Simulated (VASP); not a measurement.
# Ga3As3N2 in VASP: further runs

Ga3As3N2 is run at these levels: PBE+D3(BJ); tasks: single point.

All numbers are computed with VASP 6.6.1; they aren't measurements. Logs are shortened: lines on timing, memory, paths and dates and some standing lists are left out, and cuts for length are marked.

## Step 1: The cell of the first run

The cell holds a slab with vacuum, 8 atoms: a = 4.014 Å, b = 5.676 Å, c = 22.885 Å, α = 90.00°, β = 90.00°, γ = 90.00°.

## Step 2: Single point, PBE+D3(BJ)

INCAR

```
PREC     = Accurate       # precision mode
ENCUT    = 520            # plane-wave cutoff, eV
EDIFF    = 1E-7           # SCF threshold, eV
ISMEAR   = 0              # smearing method
SIGMA    = 0.05           # smearing width, eV
LREAL    = F              # projectors in reciprocal space
LASPH    = T              # aspherical terms in the spheres
NELM     = 100            # most SCF steps
ALGO     = Normal         # electronic algorithm
ISIF     = 2              # what is computed and relaxed
LWAVE    = F              # write WAVECAR
LCHARG   = F              # write CHGCAR
LDIPOL   = T            
IDIPOL   = 3            
DIPOL    = 0.5 0.5 0.326
GGA      = PE             # functional
IVDW     = 12             # dispersion correction
NBANDS   = 42             # bands
```

KPOINTS

```
regular mesh
0
Gamma
  7 5 1
```

POSCAR

```
Ga3As3N2
1.0
    4.0137031116      0.0000000000      0.0000000000
    0.0000000000      5.6762333758      0.0000000000
    0.0000000000      0.0000000000     22.8852699092
Ga As N
3 3 2
Direct
    0.5000000000      0.5000000000      0.1747849169
    0.0000000000      0.0653835254      0.2732733389
    0.5000000000      0.4894639615      0.3292030243
    0.0000000000      0.2500000000      0.1747849169
    0.5000000000      0.8102208702      0.2554204538
    0.0000000000      0.2887573197      0.3664046761
    0.5000000000      0.5387573197      0.4931237409
    0.5000000000      0.5387573197      0.5411895931
```

Potentials or basis: VASP PAW PBE potentials, release 64 (Ga_d, As, N).

Started as:

```bash
$ cat potpaw_PBE.64/Ga_d/POTCAR potpaw_PBE.64/As/POTCAR potpaw_PBE.64/N/POTCAR > POTCAR
$ mpirun -np 1 vasp_std > vasp.out
```

OUTCAR:

```text
PREC = Accurate
   ENCUT = 520
   EDIFF = 1E-7
   ISMEAR = 0
   LREAL = F
   LASPH = T
   NELM = 100
   ISIF = 2
   GGA = PE
   IVDW = 12
 IVDW          = 12

 ion  position               nearest neighbor table
   1  0.500  0.500  0.175-   4 2.46   4 2.46   5 2.55
   2  0.000  0.065  0.273-   6 2.48   4 2.49   5 2.51   5 2.51
   3  0.500  0.489  0.329-   6 2.46   6 2.46   5 2.48
   4  0.000  0.250  0.175-   1 2.46   1 2.46   2 2.49
   5  0.500  0.810  0.255-   3 2.48   2 2.51   2 2.51   1 2.55
   6  0.000  0.289  0.366-   3 2.46   3 2.46   2 2.48
   7  0.500  0.539  0.493-   8 1.10
   8  0.500  0.539  0.541-   7 1.10

  LATTYP: Found a simple orthorhombic cell.
 ALAT       =     4.0137031116
 B/A-ratio  =     1.4142135624
 C/A-ratio  =     5.7017844302

  Lattice vectors:

 A1 = (   4.0137031116,   0.0000000000,   0.0000000000)
 A2 = (   0.0000000000,   5.6762333758,   0.0000000000)
 A3 = (   0.0000000000,   0.0000000000,  22.8852699092)

Analysis of symmetry for initial positions (statically):
=====================================================================
 Subroutine PRICEL returns:
 Original cell was already a primitive cell.

 Routine SETGRP: Setting up the symmetry group for a
 simple orthorhombic supercell.

 Subroutine GETGRP returns: Found  2 space group operations
 (whereof  2 operations were pure point group operations)
 out of a pool of  8 trial point group operations.

The static configuration has the point symmetry C_1h.

Analysis of symmetry for dynamics (positions and initial velocities):
=====================================================================
 Subroutine PRICEL returns:
 Original cell was already a primitive cell.

 Routine SETGRP: Setting up the symmetry group for a
 simple orthorhombic supercell.

 Subroutine GETGRP returns: Found  2 space group operations
 (whereof  2 operations were pure point group operations)
 out of a pool of  8 trial point group operations.

The dynamic configuration has the point symmetry C_1h.

 Subroutine INISYM returns: Found  2 space group operations
 (whereof  2 operations are pure point group operations),
 and found     1 'primitive' translations

----------------------------------------------------------------------------------------

                                     Primitive cell

  volume of cell :     521.3886

  direct lattice vectors                    reciprocal lattice vectors
     4.013703112  0.000000000  0.000000000     0.249146479  0.000000000  0.000000000
     0.000000000  5.676233376  0.000000000     0.000000000  0.176173165  0.000000000
     0.000000000  0.000000000 22.885269909     0.000000000  0.000000000  0.043696229

  length of vectors
     4.013703112  5.676233376 22.885269909     0.249146479  0.176173165  0.043696229

  position of ions in fractional coordinates (direct lattice)
     0.500000000  0.500000000  0.174784917
     0.000000000  0.065383525  0.273273339
     0.500000000  0.489463962  0.329203024
     0.000000000  0.250000000  0.174784917
     0.500000000  0.810220870  0.255420454
     0.000000000  0.288757320  0.366404676
     0.500000000  0.538757320  0.493123741
     0.500000000  0.538757320  0.541189593

  ion indices of the primitive-cell ions
   primitive index   ion index
                 1           1
                 2           2
                 3           3
                 4           4
                 5           5
                 6           6
                 7           7
                 8           8

----------------------------------------------------------------------------------------

 KPOINTS: regular mesh

Automatic generation of k-mesh.
 Grid dimensions read from file:
 generate k-points for:    7    5    1

 Generating k-lattice:

  Cartesian coordinates                     Fractional coordinates (reciprocal lattice)
     0.035592354  0.000000000  0.000000000     0.142857143  0.000000000  0.000000000
     0.000000000  0.035234633  0.000000000     0.000000000  0.200000000  0.000000000
     0.000000000  0.000000000  0.043696229     0.000000000  0.000000000  1.000000000

  Length of vectors
     0.035592354  0.035234633  0.043696229

  Shift w.r.t. Gamma in fractional coordinates (k-lattice)
     0.000000000  0.000000000  0.000000000

 Subroutine IBZKPT returns following result:
 ===========================================

 Found     12 irreducible k-points:

 Following reciprocal coordinates:
            Coordinates               Weight
  0.000000  0.000000  0.000000      1.000000
  0.142857  0.000000  0.000000      2.000000
  0.285714  0.000000  0.000000      2.000000
  0.428571  0.000000  0.000000      2.000000
  0.000000  0.200000  0.000000      2.000000
  0.142857  0.200000  0.000000      4.000000
  0.285714  0.200000  0.000000      4.000000
  0.428571  0.200000  0.000000      4.000000
  0.000000  0.400000  0.000000      2.000000
  0.142857  0.400000  0.000000      4.000000
  0.285714  0.400000  0.000000      4.000000
  0.428571  0.400000  0.000000      4.000000
   k-points           NKPTS =     12   k-points in BZ     NKDIM =     12   number of bands    NBANDS=     42
   number of dos      NEDOS =    301   number of ions     NIONS =      8
   total plane-waves  NPLWV = 226800
   dimension x,y,z NGX =    30 NGY =   42 NGZ =  180
   dimension x,y,z NGXF=    60 NGYF=   84 NGZF=  360
   ions per type =               3   3   2
   NGX,Y,Z   is equivalent  to a cutoff of  12.43, 12.30, 13.08 a.u.
   NGXF,Y,Z  is equivalent  to a cutoff of  24.85, 24.60, 26.15 a.u.
 SYSTEM =  unknown system
   PREC   = accura    normal or accurate (medium, high low for compatibility)
   ISTART =      0    job   : 0-new  1-cont  2-samecut
   ICHARG =      2    charge: 1-file 2-atom 10-const
   ISPIN  =      1    spin polarized calculation?
   LNONCOLLINEAR =      F non collinear calculations
   LSORBIT =      F    spin-orbit coupling
   LASPH  =      T    aspherical Exc in radial PAW
   ENCUT  =  520.0 eV  38.22 Ry    6.18 a.u.   7.46 10.55 42.55*2*pi/ulx,y,z
   NELM   =    100;   NELMIN=  2; NELMDL= -5     # of ELM steps
   EDIFF  = 0.1E-06   stopping-criterion for ELM
   LREAL  =      F    real-space projection
   EDIFFG = 0.1E-05   stopping-criterion for IOM
   NSW    =      0    number of steps for IOM
   IBRION =     -1    ionic relax: 0-MD 1-quasi-New 2-CG
   NFREE  =      0    steps in history (QN), initial steepest desc. (CG)
   ISIF   =      2    stress and relaxation
   ISYM   =      2    0-nonsym 1-usesym 2-fastsym
   POTIM  = 0.5000    time-step for ionic-motion
   TEBEG  =    0.0;   TEEND  =   0.0 temperature during run
   PSTRESS=    0.0 pullay stress
   NELECT =      64.0000    total number of electrons
   NUPDOWN=      -1.0000    fix difference up-down
   EMIN   =  10.00;   EMAX   =-10.00  energy-range for DOS
   EFERMI =   0.00;   METHOD = LEGACY
   ISMEAR =     0;   SIGMA  =   0.05  broadening in eV -4-tet -1-fermi 0-gaus
   EFERMI_NEDOS =   21; number of points for ismear=-14 and -15
   IALGO  =     38    algorithm
   IMIX   =      4    mixing-type and parameters
     AMIX     =   0.40;   BMIX     =  1.00
     AMIX_MAG =   1.60;   BMIX_MAG =  1.00
  volume/ion in A,a.u.               =      65.17       439.81
  Fermi-wavevector in a.u.,A,eV,Ry     =   0.813606  1.537493  9.006448  0.661955
  Thomas-Fermi vector in A             =   1.923362
   LORBIT       =      0    0 simple, 1 ext, 2 COOP (PROOUT), +10 PAW based schemes
   GGA     = PE    functional components
   LHFCALC =     F    Hartree Fock is set to
   AEXX    =    0.0000 exact exchange contribution
   IVDW    =    12    specifies the selected vdW correction
   LEPSILON=     F    determine dielectric tensor
   LRPA    =     F    only Hartree local field effects (RPA)
 non-spin polarized calculation
 Gauss-broadening in eV      SIGMA  =   0.05
  energy-cutoff  :      520.00
  volume of cell :      521.39
 maximum number of plane-waves:     14091
 NGX is ok and might be reduce to    30
   NGX = 15   NGY = 21   NGZ = 85

 dipolmoment           0.000000      0.000000     -0.006848 electrons x Angstroem

 number of electron      64.0000016 magnetization

 dipolmoment           0.000000      0.000000      0.030584 electrons x Angstroem

 Free energy of the ion-electron system (eV)
  ---------------------------------------------------
  ext. energy  EPLUGINS =         0.00000000
  ---------------------------------------------------
  free energy    TOTEN  =       -39.39875380 eV

  energy without entropy =      -39.39875380  energy(sigma->0) =      -39.39875380

 E-fermi :  -1.9830     XC(G=0):  -3.8170

 val. band max:       -2.1868364549   @ k =   0.0000   0.0000   0.0000
 cond. band min:      -1.7733511389   @ k =   0.4286   0.0000   0.0000
 fundamental gap:      0.4134853160
 Fermi energy:        -1.9830468290

 k-point     1 :       0.0000    0.0000    0.0000
  band No.  band energies     occupation
      1     -25.9524      2.00000
      2     -17.1685      2.00000
      3     -17.1074      2.00000
      4     -17.0923      2.00000
      5     -17.0686      2.00000
      6     -17.0469      2.00000
[... 34 lines left out ...]
     41       2.1371      0.00000
     42       2.2718      0.00000

 k-point     2 :       0.1429    0.0000    0.0000
  band No.  band energies     occupation
      1     -25.9504      2.00000
      2     -17.1654      2.00000
      3     -17.1046      2.00000
      4     -17.0917      2.00000
      5     -17.0680      2.00000
      6     -17.0495      2.00000
[... 439 lines left out ...]
     41       2.8100      0.00000
     42       3.1779      0.00000

 k-point    12 :       0.4286    0.4000    0.0000
  band No.  band energies     occupation
      1     -25.9423      2.00000
      2     -17.1498      2.00000
      3     -17.0916      2.00000
      4     -17.0872      2.00000
      5     -17.0677      2.00000
      6     -17.0644      2.00000
[... 34 lines left out ...]
     41       2.8271      0.00000
     42       3.1612      0.00000

------------------------ aborting loop because EDIFF is reached ----------------------------------------

 vacuum level on the upper side and lower side of the slab       (xc-potential included)         0.038        -0.198

 Edisp (eV)   -1.27996

 E8    (eV) :    -0.5791

  FORCE on cell =-STRESS in cart. coord.  units (eV):
  Direction    XX          YY          ZZ          XY          YZ          ZX
  --------------------------------------------------------------------------------------
  -------------------------------------------------------------------------------------
  Total      -2.07023    -2.64285     2.27487     0.00000     0.03759     0.00000
  in kB      -6.36162    -8.12122     6.99045     0.00000     0.11552     0.00000
  external pressure =       -2.50 kB  Pullay stress =        0.00 kB

 VOLUME and BASIS-vectors are now :
 -----------------------------------------------------------------------------
  energy-cutoff  :      520.00
  volume of cell :      521.39
      direct lattice vectors                 reciprocal lattice vectors
     4.013703112  0.000000000  0.000000000     0.249146479  0.000000000  0.000000000
     0.000000000  5.676233376  0.000000000     0.000000000  0.176173165  0.000000000
     0.000000000  0.000000000 22.885269909     0.000000000  0.000000000  0.043696229

 POSITION                                       TOTAL-FORCE (eV/Angst)
 -----------------------------------------------------------------------------------
      2.00685      2.83812      4.00000         0.000000     -0.309384      1.038065
      0.00000      0.37113      6.25393         0.000000     -0.004110      0.029022
      2.00685      2.77831      7.53390         0.000000     -0.003770      0.022167
      0.00000      1.41906      4.00000         0.000000      0.310806     -1.065266
      2.00685      4.59900      5.84537         0.000000      0.005921     -0.016960
      0.00000      1.63905      8.38527         0.000000     -0.022239      0.006594
      2.00685      3.05811     11.28527         0.000000      0.040937     -2.134266
      2.00685      3.05811     12.38527         0.000000     -0.018161      2.120645
 -----------------------------------------------------------------------------------
    total drift:                                0.000000     -0.000374      0.000788

  FREE ENERGIE OF THE ION-ELECTRON SYSTEM (eV)
  ---------------------------------------------------
  free  energy   TOTEN  =       -40.6787135739 eV

  energy  without entropy=      -40.6787135738  energy(sigma->0) =      -40.67871357

 vacuum level on the upper side and lower side of the slab         2.631         2.386
```

Wall time 6.1 min (1 thread of Intel Xeon Platinum 8488C (Sapphire Rapids), shared host); peak memory 0.63 GiB.

What came out:

```
Free energy                : -40.6787 eV
Largest force              : 2.135 eV/Å
Band gap on the k mesh     : 0.41 eV (least direct gap 0.76 eV)
Dispersion energy per atom : -0.160 eV
```

Forces on the atoms (eV/Å):
```
Ga   0.000 -0.309  1.038
Ga   0.000 -0.004  0.029
Ga   0.000 -0.004  0.022
As   0.000  0.311 -1.065
As   0.000  0.006 -0.017
As   0.000 -0.022  0.007
N    0.000  0.041 -2.134
N    0.000 -0.018  2.121
```

Levels at points of the mesh, in eV from the valence-band top:
| k point | band 29 | band 30 | band 31 | band 32 | band 33 | band 34 | band 35 | band 36 |
| --- | --- | --- | --- | --- | --- | --- | --- | --- |
| (0.00, 0.00, 0.00) | -1.33 | -0.89 | -0.82 | 0.00 | 0.76 | 1.61 | 2.27 | 2.62 |

Caveat: the standard files for N, O and F lose accuracy on very short bonds.

[end of part 1 of 2]
